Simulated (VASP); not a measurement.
# PtSe2 (I4_1/amd) in VASP: further runs, part 2 of 2

VASP 6.6.1.

## Step 5: Relaxation of cell and atoms, PBEsol

This run uses another cell than the first one, of 30.50 Å³/atom.

INCAR

```
SYSTEM = PtSe2
ALGO = Normal
EDIFF = 1E-6
EDIFFG = -0.01
ENCUT = 600
GGA = PS
IBRION = 2
ISIF = 3
ISMEAR = -1
LASPH = .TRUE.
LCHARG = .FALSE.
LREAL = .FALSE.
LWAVE = .FALSE.
NELM = 60
NSW = 100
PREC = Accurate
SIGMA = 0.03
```

KPOINTS

```
k-points
0
G
  6 6 6
  0 0 0
```

POSCAR

```
PtSe2
1.0
   -2.6318030300      2.6318030300      6.6058256053
    2.6318030300     -2.6318030300      6.6058256053
    2.6318030300      2.6318030300     -6.6058256053
Pt Se
2 4
Direct
    0.7500000000      0.2500000000      0.5000000000
    0.0000000000      0.0000000000      0.0000000000
    0.5420000000      0.0420000000      0.5000000000
    0.7920000000      0.7920000000      0.0000000000
    0.2080000000      0.2080000000      0.0000000000
    0.9580000000      0.4580000000      0.5000000000
```

Potentials or basis: VASP PAW PBE potentials, release 64 (Pt, Se).

Launch:

```console
cat potpaw_PBE.64/Pt/POTCAR potpaw_PBE.64/Se/POTCAR > POTCAR
mpirun -np 1 vasp_std > vasp.out
```

OUTCAR:

```text
SYSTEM = PtSe2
   EDIFF = 1E-6
   EDIFFG = -0.01
   ENCUT = 600
   GGA = PS
   IBRION = 2
   ISIF = 3
   ISMEAR = -1
   LASPH = .TRUE.
   LREAL = .FALSE.
   NELM = 60
   NSW = 100
   PREC = Accurate

 ion  position               nearest neighbor table
   1  0.750  0.250  0.500-   4 2.69   5 2.69   4 2.69   5 2.69   3 2.75   6 2.75
   2  0.000  0.000  0.000-   3 2.69   6 2.69   3 2.69   6 2.69   5 2.75   4 2.75
   3  0.542  0.042  0.500-   2 2.69   2 2.69   1 2.75
   4  0.792  0.792  0.000-   1 2.69   1 2.69   2 2.75
   5  0.208  0.208  0.000-   1 2.69   1 2.69   2 2.75
   6  0.958  0.458  0.500-   2 2.69   2 2.69   1 2.75

  LATTYP: Found a body centered tetragonal cell.
 ALAT       =     5.2636060600
 C/A-ratio  =     2.5100000000

  Lattice vectors:

 A1 = (  -2.6318030300,   2.6318030300,   6.6058256053)
 A2 = (   2.6318030300,  -2.6318030300,   6.6058256053)
 A3 = (   2.6318030300,   2.6318030300,  -6.6058256053)

Analysis of symmetry for initial positions (statically):
=====================================================================
 Subroutine PRICEL returns:
 Original cell was already a primitive cell.

 Routine SETGRP: Setting up the symmetry group for a
 body centered tetragonal supercell.

 Subroutine GETGRP returns: Found 16 space group operations
 (whereof  8 operations were pure point group operations)
 out of a pool of 16 trial point group operations.

The static configuration has the point symmetry D_2d.
 The point group associated with its full space group is D_4h.

Analysis of symmetry for dynamics (positions and initial velocities):
=====================================================================
 Subroutine PRICEL returns:
 Original cell was already a primitive cell.

 Routine SETGRP: Setting up the symmetry group for a
 body centered tetragonal supercell.

 Subroutine GETGRP returns: Found 16 space group operations
 (whereof  8 operations were pure point group operations)
 out of a pool of 16 trial point group operations.

The dynamic configuration has the point symmetry D_2d.
 The point group associated with its full space group is D_4h.

[... 146 lines left out ...]

 number of electron      44.0000001 magnetization

 Free energy of the ion-electron system (eV)
  ---------------------------------------------------
  ext. energy  EPLUGINS =         0.00000000
  ---------------------------------------------------
  free energy    TOTEN  =       -27.31176575 eV

  energy without entropy =      -27.28825907  energy(sigma->0) =      -27.30001241

------------------------ aborting loop because EDIFF is reached ----------------------------------------

  FORCE on cell =-STRESS in cart. coord.  units (eV):
  Direction    XX          YY          ZZ          XY          YZ          ZX
  --------------------------------------------------------------------------------------
  -------------------------------------------------------------------------------------
  Total      -11.8791444    -11.8791444    -20.1938634      0.0000000      0.0000000      0.0000000
  in kB     -103.9924676   -103.9924676   -176.7812241      0.0000000      0.0000000      0.0000000
  external PRESSURE =    -128.2553865 kB  Pullay stress =       0.0000000 kB
[... 27 lines left out ...]
--------------------------------------- Ionic step        2  -------------------------------------------

 number of electron      44.0000000 magnetization

 E-fermi :   5.4604     XC(G=0): -10.3851

 val. band max:        5.4510581206   @ k =   0.5000   0.3333   0.0000
 cond. band min:       5.4658371560   @ k =   0.1667   0.1667   0.1667
 fundamental gap:      0.0147790354
 Fermi energy:         5.4604083774

 k-point     1 :       0.0000    0.0000    0.0000
  band No.  band energies     occupation
      1     -10.4021      2.00000
      2      -8.4881      2.00000
      3      -8.0591      2.00000
      4      -7.3097      2.00000
      5      -1.7625      2.00000
      6      -1.7625      2.00000
[... 760 lines left out ...]
  FREE ENERGIE OF THE ION-ELECTRON SYSTEM (eV)
  ---------------------------------------------------
  free  energy   TOTEN  =       -29.4117957704 eV

  energy  without entropy=      -29.3935882968  energy(sigma->0) =      -29.40269203

[... ionic steps 4 to 13 ...]

--------------------------------------- Ionic step       14  -------------------------------------------

 number of electron      43.9999999 magnetization

------------------------ aborting loop because EDIFF is reached ----------------------------------------
[... 75 lines left out ...]
--------------------------------------- Ionic step       16  -------------------------------------------

 number of electron      44.0000000 magnetization

 Free energy of the ion-electron system (eV)
  ---------------------------------------------------
  ext. energy  EPLUGINS =         0.00000000
  ---------------------------------------------------
  free energy    TOTEN  =       -29.43664660 eV

  energy without entropy =      -29.42269434  energy(sigma->0) =      -29.42967047

 E-fermi :   3.7195     XC(G=0):  -9.7226

 val. band max:        3.7178617825   @ k =   0.3333   0.3333   0.0000
 cond. band min:       3.7232823756   @ k =  -0.1667   0.1667   0.0000
 fundamental gap:      0.0054205931
 Fermi energy:         3.7194580287

 k-point     1 :       0.0000    0.0000    0.0000
  band No.  band energies     occupation
      1     -10.7654      2.00000
      2      -9.3411      2.00000
      3      -9.1086      2.00000
      4      -8.6286      2.00000
      5      -2.0431      2.00000
      6      -1.9597      2.00000
[... 720 lines left out ...]
  FREE ENERGIE OF THE ION-ELECTRON SYSTEM (eV)
  ---------------------------------------------------
  free  energy   TOTEN  =       -29.4366465993 eV

  energy  without entropy=      -29.4226943396  energy(sigma->0) =      -29.42967047

 reached required accuracy - stopping structural energy minimisation
```

CONTCAR:

```text
PtSe2
   1.00000000000000
    -2.5029942442044426    2.5029942442044426    5.8162562132280184
     2.5029942442044426   -2.5029942442044426    5.8162562132280184
     2.5029942442044426    2.5029942442044426   -5.8162562132280184
  Pt              Se
     2     4
Direct
     0.7500000000000000    0.2500000000000000    0.5000000000000000
     0.0000000000000000    0.0000000000000000    0.0000000000000000
     0.5401864454076469    0.0401864454076470    0.5000000000000000
     0.7901864454076469    0.7901864454076469    0.0000000000000000
     0.2098135545923530    0.2098135545923530    0.0000000000000000
     0.9598135545923531    0.4598135545923528    0.5000000000000000

  0.00000000E+00  0.00000000E+00  0.00000000E+00
  0.00000000E+00  0.00000000E+00  0.00000000E+00
  0.00000000E+00  0.00000000E+00  0.00000000E+00
  0.00000000E+00  0.00000000E+00  0.00000000E+00
  0.00000000E+00  0.00000000E+00  0.00000000E+00
  0.00000000E+00  0.00000000E+00  0.00000000E+00
```

Wall time 30 min (1 thread of Intel Xeon 6975P-C (Granite Rapids), shared host); peak memory 0.74 GiB.

Results:

```
Free energy                           : -29.4366 eV
Relaxed volume                        : 24.29 Å³/atom
Relaxed cell                          : a = 6.809 Å, b = 6.809 Å, c = 6.809 Å, α = 136.86°, β = 136.86°, γ = 62.65°
Space group after relaxing (to 0.1 Å) : I4_1/amd (No. 141)
Energy gained by relaxing             : 354.1 meV/atom
Ionic steps                           : 16
Pressure after relaxing               : 0.0 GPa
Largest force after relaxing          : 0.006 eV/Å
Band gap on the k mesh                : zero (bands 22 and 23 overlap by 0.60 eV)
```

Forces in eV/Å, atoms in the order of the input:
```
Pt   0.000  0.000  0.000
Pt   0.000  0.000  0.000
Se   0.000  0.000 -0.006
Se   0.000  0.000 -0.006
Se   0.000  0.000  0.006
Se   0.000  0.000  0.006
```

The path:
| step | energy change (eV) | largest force (eV/Å) | pressure (GPa) | volume (Å³) |
| --- | --- | --- | --- | --- |
| 1 | 0.0000 | 1.2384 | -12.83 | 183.02 |
| 2 | -0.2980 | 3.0985 | 26.64 | 125.42 |
| 3 | -2.1000 | 0.0807 | -0.66 | 148.04 |
| 4 | -2.1038 | 0.0127 | -0.03 | 147.17 |
| 5 | -2.1040 | 0.0418 | 0.46 | 146.50 |
| 6 | -2.1107 | 0.1865 | 0.41 | 147.00 |
| 7 | -2.1107 | 0.1734 | 0.41 | 146.95 |
| 8 | -2.1129 | 0.0469 | -0.71 | 148.33 |
| 9 | -2.1136 | 0.0887 | -0.35 | 147.87 |
| 10 | -2.1167 | 0.0643 | -0.28 | 147.48 |
| 11 | -2.1223 | 0.0087 | -0.09 | 146.32 |
| 12 | -2.1230 | 0.0425 | 0.01 | 145.77 |
| 13 | -2.1245 | 0.0339 | 0.28 | 145.38 |
| 14 | -2.1246 | 0.0209 | 0.22 | 145.45 |
| 15 | -2.1248 | 0.0022 | -0.15 | 145.95 |
| 16 | -2.1249 | 0.0065 | -0.01 | 145.75 |

Final structure:
```
Pt Se
1.0
    -2.50299    2.50299    5.81626
     2.50299   -2.50299    5.81626
     2.50299    2.50299   -5.81626
Pt Se
2 4
Cartesian
  0.0000 2.5030 2.9081
  0.0000 0.0000 0.0000
  0.0000 2.5030 0.4675
  0.0000 0.0000 9.1919
  0.0000 0.0000 2.4407
  0.0000 2.5030 5.3488
```

Caveat: the volume moved by over 15 % at a fixed basis, so the end points are rough; the PAW data sets were made with another functional, which shifts forces and pressure a little; spin-orbit coupling is left out, which moves the levels of the heavy elements.

## Step 6: Overview

```csv
task,level,cell,k mesh,cutoff (eV),gap on the mesh (eV),pressure (GPa),largest force (eV/Å)
single point,PBEsol,"a = 6.804 Å, angles 136.8, 136.8, 62.7°, 6 atoms, atomic positions A",6 × 6 × 6,520,none,0.0,0.01
single point,r2SCAN+rVV10,"a = 6.675 Å, angles 135.6, 135.6, 64.6°, 6 atoms, atomic positions B",6 × 6 × 6,520,none,0.4,0.01
single point,r2SCAN+rVV10,"a = 6.675 Å, angles 135.6, 135.6, 64.6°, 6 atoms, atomic positions B",8 × 8 × 8,520,none,0.4,0.02
relaxation of cell and atoms,PBEsol,"relaxed from a = 7.582 Å, angles 139.4, 139.4, 58.8°, 6 atoms, atomic positions C",6 × 6 × 6,600,none,0.0,0.01
```

Alike in all rows: potentials or basis VASP PAW PBE potentials, release 64 (Pt, Se); no spin polarisation; smearing fermi-dirac 0.03 eV.

Caveats: the PAW data sets were made with another functional, which shifts forces and pressure a little; spin-orbit coupling is left out, which moves the levels of the heavy elements; the volume moved by over 15 % at a fixed basis, so the end points are rough (at least some runs).

Total energies depend on the potentials used, so only differences within one code and one set of settings carry meaning.
